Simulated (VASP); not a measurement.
# MgO2 (Pa-3) in VASP: a series of runs, part 2 of 2

VASP 6.6.1.

### 3 Single point, r2SCAN

POSCAR

```
MgO2
1.0
    4.8341733786      0.0000000000      0.0000000000
    0.0000000000      4.8341733786      0.0000000000
    0.0000000000      0.0000000000      4.8341733786
Mg O
4 8
Direct
    0.0000000000      0.5000000000      0.5000000000
    0.5000000000      0.5000000000      0.0000000000
    0.5000000000      0.0000000000      0.5000000000
    0.0000000000      0.0000000000      0.0000000000
    0.4111698600      0.0888301400      0.9111698600
    0.0888301400      0.9111698600      0.4111698600
    0.9111698600      0.4111698600      0.0888301400
    0.5888301400      0.5888301400      0.5888301400
    0.4111698600      0.4111698600      0.4111698600
    0.0888301400      0.5888301400      0.9111698600
    0.9111698600      0.0888301400      0.5888301400
    0.5888301400      0.9111698600      0.0888301400
```

INCAR.step1

```
SYSTEM = MgO2
PREC = Accurate
ENCUT = 520
ISMEAR = 0
SIGMA = 0.02
LREAL = .False.
LASPH = .True.
NELM = 60
NBANDS = 40
GGA = PE
ALGO = Normal
EDIFF = 1E-4
LWAVE = .True.
LCHARG = .False.
```

INCAR.step2

```
SYSTEM = MgO2
PREC = Accurate
ENCUT = 520
EDIFF = 1E-6
ISMEAR = 0
SIGMA = 0.02
LREAL = .False.
LASPH = .True.
NELM = 60
ALGO = Normal
ISIF = 2
LWAVE = .False.
LCHARG = .False.
METAGGA = R2SCAN
LMIXTAU = .True.
NBANDS = 40
ISTART = 1
```

KPOINTS

```
regular mesh
0
Gamma
  6 6 6
  0 0 0
```

Potentials or basis: VASP PAW PBE potentials, release 64 (Mg, O).

Command:

```
$ cat potpaw_PBE.64/Mg/POTCAR potpaw_PBE.64/O/POTCAR > POTCAR
$ cp INCAR.step1 INCAR
$ mpirun -np 1 vasp_std > vasp.out
$ cp INCAR.step2 INCAR
$ mpirun -np 1 vasp_std > vasp.out
```

OUTCAR:

```text
SYSTEM = MgO2
   PREC = Accurate
   ENCUT = 520
   EDIFF = 1E-6
   ISMEAR = 0
   LREAL = .False.
   LASPH = .True.
   NELM = 60
   ISIF = 2
   METAGGA = R2SCAN
   ISTART = 1

 ion  position               nearest neighbor table
   1  0.000  0.500  0.500-   6 2.08   7 2.08   8 2.08   9 2.08  10 2.08  11 2.08   2 3.42   3 3.42
                             4 3.42   2 3.42   4 3.42   3 3.42   4 3.42   4 3.42   2 3.42   3 3.42
   2  0.500  0.500  0.000-   5 2.08   7 2.08   8 2.08   9 2.08  10 2.08  12 2.08   1 3.42   3 3.42
                             4 3.42   1 3.42   3 3.42   3 3.42   4 3.42   3 3.42   1 3.42   4 3.42
   3  0.500  0.000  0.500-   5 2.08   6 2.08   8 2.08   9 2.08  11 2.08  12 2.08   1 3.42   2 3.42
                             4 3.42   2 3.42   4 3.42   1 3.42   2 3.42   2 3.42   1 3.42   4 3.42
   4  0.000  0.000  0.000-   5 2.08   6 2.08   7 2.08  10 2.08  11 2.08  12 2.08   1 3.42   2 3.42
                             3 3.42   1 3.42   3 3.42   1 3.42   2 3.42   1 3.42   2 3.42   3 3.42
   5  0.411  0.089  0.911-  12 1.49   3 2.08   4 2.08   2 2.08
   6  0.089  0.911  0.411-  11 1.49   3 2.08   4 2.08   1 2.08
   7  0.911  0.411  0.089-  10 1.49   2 2.08   4 2.08   1 2.08
   8  0.589  0.589  0.589-   9 1.49   2 2.08   3 2.08   1 2.08
   9  0.411  0.411  0.411-   8 1.49   2 2.08   3 2.08   1 2.08
  10  0.089  0.589  0.911-   7 1.49   2 2.08   4 2.08   1 2.08
  11  0.911  0.089  0.589-   6 1.49   3 2.08   4 2.08   1 2.08
  12  0.589  0.911  0.089-   5 1.49   3 2.08   4 2.08   2 2.08

  LATTYP: Found a simple cubic cell.
 ALAT       =     4.8341733786

  Lattice vectors:

 A1 = (   4.8341733786,   0.0000000000,   0.0000000000)
 A2 = (   0.0000000000,   4.8341733786,   0.0000000000)
 A3 = (   0.0000000000,   0.0000000000,   4.8341733786)

Analysis of symmetry for initial positions (statically):
=====================================================================
 Subroutine PRICEL returns:
 Original cell was already a primitive cell.

 Routine SETGRP: Setting up the symmetry group for a
 simple cubic supercell.

 Subroutine GETGRP returns: Found 24 space group operations
 (whereof  6 operations were pure point group operations)
 out of a pool of 48 trial point group operations.

The static configuration has the point symmetry S_6 .
 The point group associated with its full space group is T_h .

Analysis of symmetry for dynamics (positions and initial velocities):
=====================================================================
 Subroutine PRICEL returns:
 Original cell was already a primitive cell.

 Routine SETGRP: Setting up the symmetry group for a
 simple cubic supercell.

 Subroutine GETGRP returns: Found 24 space group operations
 (whereof  6 operations were pure point group operations)
 out of a pool of 48 trial point group operations.

The dynamic configuration has the point symmetry S_6 .
 The point group associated with its full space group is T_h .

 Subroutine INISYM returns: Found 24 space group operations
 (whereof  6 operations are pure point group operations),
 and found     1 'primitive' translations

----------------------------------------------------------------------------------------

                                     Primitive cell

  volume of cell :     112.9709

[... 90 lines left out ...]
   number of dos      NEDOS =    301   number of ions     NIONS =     12
   total plane-waves  NPLWV =  46656
   dimension x,y,z NGX =    36 NGY =   36 NGZ =   36
   dimension x,y,z NGXF=    72 NGYF=   72 NGZF=   72
   ions per type =               4   8
   NGX,Y,Z   is equivalent  to a cutoff of  12.38, 12.38, 12.38 a.u.
   NGXF,Y,Z  is equivalent  to a cutoff of  24.76, 24.76, 24.76 a.u.
 SYSTEM =  MgO2
   PREC   = accura    normal or accurate (medium, high low for compatibility)
   ISTART =      1    job   : 0-new  1-cont  2-samecut
   ICHARG =      0    charge: 1-file 2-atom 10-const
   ISPIN  =      1    spin polarized calculation?
   LNONCOLLINEAR =      F non collinear calculations
   LSORBIT =      F    spin-orbit coupling
   LASPH  =      T    aspherical Exc in radial PAW
   ENCUT  =  520.0 eV  38.22 Ry    6.18 a.u.   8.99  8.99  8.99*2*pi/ulx,y,z
   NELM   =     60;   NELMIN=  2; NELMDL=  0     # of ELM steps
   EDIFF  = 0.1E-05   stopping-criterion for ELM
   LREAL  =      F    real-space projection
   EDIFFG = 0.1E-04   stopping-criterion for IOM
   NSW    =      0    number of steps for IOM
   IBRION =     -1    ionic relax: 0-MD 1-quasi-New 2-CG
   NFREE  =      0    steps in history (QN), initial steepest desc. (CG)
   ISIF   =      2    stress and relaxation
   ISYM   =      2    0-nonsym 1-usesym 2-fastsym
   POTIM  = 0.5000    time-step for ionic-motion
   TEBEG  =    0.0;   TEEND  =   0.0 temperature during run
   PSTRESS=    0.0 pullay stress
   NELECT =      56.0000    total number of electrons
   NUPDOWN=      -1.0000    fix difference up-down
   EMIN   =  10.00;   EMAX   =-10.00  energy-range for DOS
   EFERMI =   0.00;   METHOD = LEGACY
   ISMEAR =     0;   SIGMA  =   0.02  broadening in eV -4-tet -1-fermi 0-gaus
   EFERMI_NEDOS =   21; number of points for ismear=-14 and -15
   IALGO  =     38    algorithm
   IMIX   =      4    mixing-type and parameters
     AMIX     =   0.40;   BMIX     =  1.00
     AMIX_MAG =   1.60;   BMIX_MAG =  1.00
  volume/ion in A,a.u.               =       9.41        63.53
  Fermi-wavevector in a.u.,A,eV,Ry     =   1.295633  2.448391 22.839617  1.678664
  Thomas-Fermi vector in A             =   2.427140
   LORBIT       =      0    0 simple, 1 ext, 2 COOP (PROOUT), +10 PAW based schemes
   METAGGA = R2SCAN    functional components
   LHFCALC =     F    Hartree Fock is set to
   AEXX    =    0.0000 exact exchange contribution
   IVDW    =     0    specifies the selected vdW correction
   LEPSILON=     F    determine dielectric tensor
   LRPA    =     F    only Hartree local field effects (RPA)
 non-spin polarized calculation
 Gauss-broadening in eV      SIGMA  =   0.02
  energy-cutoff  :      520.00
  volume of cell :      112.97
 maximum number of plane-waves:      3112
   NGX = 17   NGY = 17   NGZ = 17

 number of electron      56.0000092 magnetization

 Free energy of the ion-electron system (eV)
  ---------------------------------------------------
  ext. energy  EPLUGINS =         0.00000000
  ---------------------------------------------------
  free energy    TOTEN  =       -87.31748750 eV

  energy without entropy =      -87.31748750  energy(sigma->0) =      -87.31748750

 E-fermi :   2.6651     XC(G=0): -11.3459

 val. band max:        2.4839783798   @ k =   0.0000   0.0000   0.0000
 cond. band min:       7.1609497994   @ k =   0.3333   0.1667   0.1667
 fundamental gap:      4.6769714196
 Fermi energy:         2.6651091067

 k-point     1 :       0.0000    0.0000    0.0000
  band No.  band energies     occupation
      1     -19.7195      2.00000
      2     -18.9396      2.00000
      3     -18.9396      2.00000
      4     -18.9396      2.00000
      5     -13.0736      2.00000
      6     -13.0736      2.00000
[... 1021 lines left out ...]
     39      14.8895      0.00000
     40      14.8895      0.00000

------------------------ aborting loop because EDIFF is reached ----------------------------------------

  FORCE on cell =-STRESS in cart. coord.  units (eV):
  Direction    XX          YY          ZZ          XY          YZ          ZX
  --------------------------------------------------------------------------------------
  -------------------------------------------------------------------------------------
  Total       -0.1962151     -0.1962151     -0.1962151      0.0000000     -0.0000000     -0.0000000
  in kB       -2.7827637     -2.7827637     -2.7827637      0.0000000     -0.0000000     -0.0000000
  external PRESSURE =      -2.7827637 kB  Pullay stress =       0.0000000 kB

 VOLUME and BASIS-vectors are now :
 -----------------------------------------------------------------------------
  energy-cutoff  :      520.00
  volume of cell :      112.97
      direct lattice vectors                 reciprocal lattice vectors
     4.834173379  0.000000000  0.000000000     0.206860599  0.000000000  0.000000000
     0.000000000  4.834173379  0.000000000     0.000000000  0.206860599  0.000000000
     0.000000000  0.000000000  4.834173379     0.000000000  0.000000000  0.206860599

 POSITION                                       TOTAL-FORCE (eV/Angst)
 -----------------------------------------------------------------------------------
      0.00000      2.41709      2.41709        -0.000000     -0.000000     -0.000000
      2.41709      2.41709      0.00000        -0.000000     -0.000000     -0.000000
      2.41709      0.00000      2.41709        -0.000000     -0.000000     -0.000000
      0.00000      0.00000      0.00000        -0.000000     -0.000000     -0.000000
      1.98767      0.42942      4.40475        -0.158157      0.158157     -0.158157
      0.42942      4.40475      1.98767         0.158157     -0.158157     -0.158157
      4.40475      1.98767      0.42942        -0.158157     -0.158157      0.158157
      2.84651      2.84651      2.84651         0.158157      0.158157      0.158157
      1.98767      1.98767      1.98767        -0.158157     -0.158157     -0.158157
      0.42942      2.84651      4.40475         0.158157      0.158157     -0.158157
      4.40475      0.42942      2.84651        -0.158157      0.158157      0.158157
      2.84651      4.40475      0.42942         0.158157     -0.158157      0.158157
 -----------------------------------------------------------------------------------
    total drift:                                0.000000      0.000000      0.000000

  FREE ENERGIE OF THE ION-ELECTRON SYSTEM (eV)
  ---------------------------------------------------
  free  energy   TOTEN  =       -87.3174875048 eV

  energy  without entropy=      -87.3174875048  energy(sigma->0) =      -87.31748750
```

Run time: 10 min. Hardware: 1 thread of Intel Xeon Platinum 8259CL at 2.50GHz (Skylake/Cascade Lake), shared host; peak memory 0.25 GiB.

What came out:

```
Free energy            : -87.3175 eV
Pressure               : -0.3 GPa
Largest force          : 0.274 eV/Å
Band gap on the k mesh : 4.68 eV, indirect (least direct gap 4.81 eV)
```

Forces on the atoms (eV/Å):
```
Mg   0.000  0.000  0.000
Mg   0.000  0.000  0.000
Mg   0.000  0.000  0.000
Mg   0.000  0.000  0.000
O   -0.158  0.158 -0.158
O    0.158 -0.158 -0.158
O   -0.158 -0.158  0.158
O    0.158  0.158  0.158
O   -0.158 -0.158 -0.158
O    0.158  0.158 -0.158
O   -0.158  0.158  0.158
O    0.158 -0.158  0.158
```

Levels at points of the mesh, in eV from the valence-band top:
```
           k point  band 25  band 26  band 27  band 28  band 29  band 30  band 31  band 32
(0.00, 0.00, 0.00)    -0.49    -0.49     0.00     0.00     5.34     5.34     5.34     5.36
(0.50, 0.00, 0.00)    -0.71    -0.71    -0.13    -0.13     4.74     4.74     5.21     5.21
(0.50, 0.50, 0.00)    -0.49    -0.49    -0.49    -0.49     4.96     4.96     4.96     4.96
(0.50, 0.50, 0.50)    -0.56    -0.56    -0.56    -0.56     5.27     5.27     5.27     5.27
```

Caveat: the PAW data sets were made with another functional, which shifts forces and pressure a little.

### 4 Single point, r2SCAN

POSCAR

```
MgO2
1.0
    4.8341733805      0.0000000000      0.0000000000
    0.0000000000      4.8341733805      0.0000000000
    0.0000000000      0.0000000000      4.8341733805
Mg O
4 8
Direct
    0.0000000000      0.5000000000      0.5000000000
    0.5000000000      0.5000000000      0.0000000000
    0.5000000000      0.0000000000      0.5000000000
    0.0000000000      0.0000000000      0.0000000000
    0.4111698599      0.0888301401      0.9111698599
    0.0888301401      0.9111698599      0.4111698599
    0.9111698599      0.4111698599      0.0888301401
    0.5888301401      0.5888301401      0.5888301401
    0.4111698599      0.4111698599      0.4111698599
    0.0888301401      0.5888301401      0.9111698599
    0.9111698599      0.0888301401      0.5888301401
    0.5888301401      0.9111698599      0.0888301401
```

INCAR.step1

```
ALGO = Normal
EDIFF = 1E-4
ENCUT = 520
GGA = PE
ISMEAR = 0
LASPH = True
LCHARG = False
LREAL = False
LWAVE = True
NBANDS = 40
NELM = 100
PREC = Accurate
SIGMA = 0.02
```

INCAR.step2

```
ALGO = Normal
EDIFF = 1E-6
ENCUT = 520
ISIF = 2
ISMEAR = 0
ISTART = 1
LASPH = True
LCHARG = False
LMIXTAU = True
LREAL = False
LWAVE = False
METAGGA = R2SCAN
NBANDS = 40
NELM = 100
PREC = Accurate
SIGMA = 0.02
```

KPOINTS

```
k-points
0
Gamma
  6 6 6
```

Command:

```
$ cat potpaw_PBE.64/Mg/POTCAR potpaw_PBE.64/O/POTCAR > POTCAR
$ cp INCAR.step1 INCAR
$ mpirun -np 1 vasp_std > vasp.out
$ cp INCAR.step2 INCAR
$ mpirun -np 1 vasp_std > vasp.out
```

Run time: 4.9 min. Hardware: 1 thread of Intel Xeon Platinum 8259CL at 2.50GHz (Skylake/Cascade Lake), shared host; peak memory 0.26 GiB.

It converged, with:

```
Free energy            : -87.3175 eV
Pressure               : -0.3 GPa
Largest force          : 0.274 eV/Å
Band gap on the k mesh : 4.68 eV, indirect (least direct gap 4.81 eV)
```

Forces on the atoms (eV/Å):
```
Mg   0.000  0.000  0.000
Mg   0.000  0.000  0.000
Mg   0.000  0.000  0.000
Mg   0.000  0.000  0.000
O   -0.158  0.158 -0.158
O    0.158 -0.158 -0.158
O   -0.158 -0.158  0.158
O    0.158  0.158  0.158
O   -0.158 -0.158 -0.158
O    0.158  0.158 -0.158
O   -0.158  0.158  0.158
O    0.158 -0.158  0.158
```

Levels at points of the mesh, in eV from the valence-band top:
```
           k point  band 26  band 27  band 28  band 29  band 30  band 31
(0.00, 0.00, 0.00)    -0.49     0.00     0.00     5.34     5.34     5.34
(0.50, 0.00, 0.00)    -0.71    -0.13    -0.13     4.74     4.74     5.21
(0.50, 0.50, 0.00)    -0.49    -0.49    -0.49     4.96     4.96     4.96
(0.50, 0.50, 0.50)    -0.56    -0.56    -0.56     5.27     5.27     5.27
```

Caveat: the PAW data sets were made with another functional, which shifts forces and pressure a little.

### 5 Single point, r2SCAN

POSCAR is that of step 4.

INCAR.step1

```
SYSTEM = MgO2
ALGO     = Normal         ! electronic algorithm
EDIFF    = 1E-4           ! SCF threshold, eV
ENCUT    = 520            ! plane-wave cutoff, eV
GGA      = PE             ! functional
ISMEAR   = 0              ! smearing method
LASPH    = .TRUE.         ! aspherical terms in the spheres
LCHARG   = .FALSE.        ! write CHGCAR
LREAL    = .FALSE.        ! projectors in reciprocal space
LWAVE    = .TRUE.         ! write WAVECAR
NBANDS   = 40             ! bands
NELM     = 60             ! most SCF steps
PREC     = Accurate       ! precision mode
SIGMA    = 0.05           ! smearing width, eV
```

INCAR.step2

```
SYSTEM = MgO2
ALGO     = Normal         ! electronic algorithm
EDIFF    = 1E-6           ! SCF threshold, eV
ENCUT    = 520            ! plane-wave cutoff, eV
ISIF     = 2              ! what is computed and relaxed
ISMEAR   = 0              ! smearing method
ISTART   = 1            
LASPH    = .TRUE.         ! aspherical terms in the spheres
LCHARG   = .FALSE.        ! write CHGCAR
LMIXTAU  = .TRUE.       
LREAL    = .FALSE.        ! projectors in reciprocal space
LWAVE    = .FALSE.        ! write WAVECAR
METAGGA  = R2SCAN         ! meta-GGA
NBANDS   = 40             ! bands
NELM     = 60             ! most SCF steps
PREC     = Accurate       ! precision mode
SIGMA    = 0.05           ! smearing width, eV
```

KPOINTS

```
k-points
0
G
  6 6 6
  0 0 0
```

Command:

```
$ cat potpaw_PBE.64/Mg/POTCAR potpaw_PBE.64/O/POTCAR > POTCAR
$ cp INCAR.step1 INCAR
$ mpirun -np 1 vasp_std > vasp.out
$ cp INCAR.step2 INCAR
$ mpirun -np 1 vasp_std > vasp.out
```

Wall time 5 min (1 thread of Intel Xeon Platinum 8259CL at 2.50GHz (Skylake/Cascade Lake), shared host); peak memory 0.26 GiB.

Results (log left out):

| Quantity | Value |
| --- | --- |
| Free energy | -87.3175 eV |
| Pressure | -0.3 GPa |
| Largest force | 0.274 eV/Å |
| Band gap on the k mesh | 4.68 eV, indirect (least direct gap 4.81 eV) |

Forces in eV/Å, atoms in the order of the input:
```
Mg   0.000  0.000  0.000
Mg   0.000  0.000  0.000
Mg   0.000  0.000  0.000
Mg   0.000  0.000  0.000
O   -0.158  0.158 -0.158
O    0.158 -0.158 -0.158
O   -0.158 -0.158  0.158
O    0.158  0.158  0.158
O   -0.158 -0.158 -0.158
O    0.158  0.158 -0.158
O   -0.158  0.158  0.158
O    0.158 -0.158  0.158
```

Levels at points of the mesh, in eV from the valence-band top:
```csv
k point,band 25,band 26,band 27,band 28,band 29,band 30,band 31,band 32
"(0.00, 0.00, 0.00)",-0.49,-0.49,0.00,0.00,5.34,5.34,5.34,5.36
"(0.50, 0.00, 0.00)",-0.71,-0.71,-0.13,-0.13,4.74,4.74,5.21,5.21
"(0.50, 0.50, 0.00)",-0.49,-0.49,-0.49,-0.49,4.96,4.96,4.96,4.96
"(0.50, 0.50, 0.50)",-0.56,-0.56,-0.56,-0.56,5.27,5.27,5.27,5.27
```

Caveat: the PAW data sets were made with another functional, which shifts forces and pressure a little.

### 6 Single point, r2SCAN (volume scaled by 1.06, then relaxed in part)

POSCAR

```
MgO2
1.0
    4.9289851592      0.0000000000      0.0000000000
    0.0000000000      4.9289851592      0.0000000000
    0.0000000000      0.0000000000      4.9289851592
Mg O
4 8
Direct
    0.0000000000      0.5000000000      0.5000000000
    0.5000000000      0.5000000000      0.0000000000
    0.5000000000      0.0000000000      0.5000000000
    0.0000000000      0.0000000000      0.0000000000
    0.4122029905      0.0877970095      0.9122029905
    0.0877970095      0.9122029905      0.4122029905
    0.9122029905      0.4122029905      0.0877970095
    0.5877970095      0.5877970095      0.5877970095
    0.4122029905      0.4122029905      0.4122029905
    0.0877970095      0.5877970095      0.9122029905
    0.9122029905      0.0877970095      0.5877970095
    0.5877970095      0.9122029905      0.0877970095
```

INCAR.step1

```
PREC = Accurate
ENCUT = 520
ISMEAR = 0
SIGMA = 0.02
LREAL = F
LASPH = T
NELM = 80
NBANDS = 40
GGA = PE
ALGO = Normal
EDIFF = 1E-4
LWAVE = T
LCHARG = F
```

INCAR.step2

```
PREC = Accurate
ENCUT = 520
EDIFF = 1E-6
ISMEAR = 0
SIGMA = 0.02
LREAL = F
LASPH = T
NELM = 80
ALGO = Normal
ISIF = 2
LWAVE = F
LCHARG = T
METAGGA = R2SCAN
LMIXTAU = T
LELF = T
LVHAR = T
NBANDS = 40
ISTART = 1
```

KPOINTS

```
regular mesh
0
Gamma
  6 6 6
```

Potentials or basis: VASP PAW PBE potentials, release 64 (Mg, O).

Command:

```
$ cat potpaw_PBE.64/Mg/POTCAR potpaw_PBE.64/O/POTCAR > POTCAR
$ cp INCAR.step1 INCAR
$ mpirun -np 1 vasp_std > vasp.out
$ cp INCAR.step2 INCAR
$ mpirun -np 1 vasp_std > vasp.out
```

Run time: 5.5 min. Hardware: 1 thread of Intel Xeon Platinum 8488C (Sapphire Rapids), shared host; peak memory 0.3 GiB.

It converged, with:

| Quantity | Value |
| --- | --- |
| Free energy | -87.1354 eV |
| Pressure | -7.7 GPa |
| Largest force | 0.258 eV/Å |
| Band gap on the k mesh | 4.47 eV, indirect (least direct gap 4.58 eV) |

Forces on the atoms (eV/Å):
```
Mg   0.000  0.000  0.000
Mg   0.000  0.000  0.000
Mg   0.000  0.000  0.000
Mg   0.000  0.000  0.000
O   -0.149  0.149 -0.149
O    0.149 -0.149 -0.149
O   -0.149 -0.149  0.149
O    0.149  0.149  0.149
O   -0.149 -0.149 -0.149
O    0.149  0.149 -0.149
O   -0.149  0.149  0.149
O    0.149 -0.149  0.149
```

Levels at points of the mesh, in eV from the valence-band top:
| k point | band 25 | band 26 | band 27 | band 28 | band 29 | band 30 | band 31 | band 32 |
| --- | --- | --- | --- | --- | --- | --- | --- | --- |
| (0.00, 0.00, 0.00) | -0.44 | -0.44 | 0.00 | 0.00 | 5.13 | 5.13 | 5.13 | 5.24 |
| (0.50, 0.00, 0.00) | -0.66 | -0.66 | -0.12 | -0.12 | 4.53 | 4.53 | 5.04 | 5.04 |
| (0.50, 0.50, 0.00) | -0.48 | -0.48 | -0.48 | -0.48 | 4.78 | 4.78 | 4.78 | 4.78 |
| (0.50, 0.50, 0.50) | -0.53 | -0.53 | -0.53 | -0.53 | 5.10 | 5.10 | 5.10 | 5.10 |

Caveat: the PAW data sets were made with another functional, which shifts forces and pressure a little.

### 7 Overview

| cell | smearing | gap on the mesh (eV) | pressure (GPa) | largest force (eV/Å) |
| --- | --- | --- | --- | --- |
| a = 4.834 Å, 12 atoms | gaussian 0.02 eV | 4.68 | -0.3 | 0.27 |
| a = 4.834 Å, 12 atoms | gaussian 0.05 eV | 4.68 | -0.3 | 0.27 |
| a = 4.929 Å, 12 atoms | gaussian 0.02 eV | 4.47 | -7.7 | 0.26 |

Alike in all rows: task single point; level r2SCAN; potentials or basis VASP PAW PBE potentials, release 64 (Mg, O); no spin polarisation; k mesh 6 × 6 × 6; cutoff (eV) 520.

Caveats: the PAW data sets were made with another functional, which shifts forces and pressure a little.

Absolute energies hang on the potentials; compare differences alone.
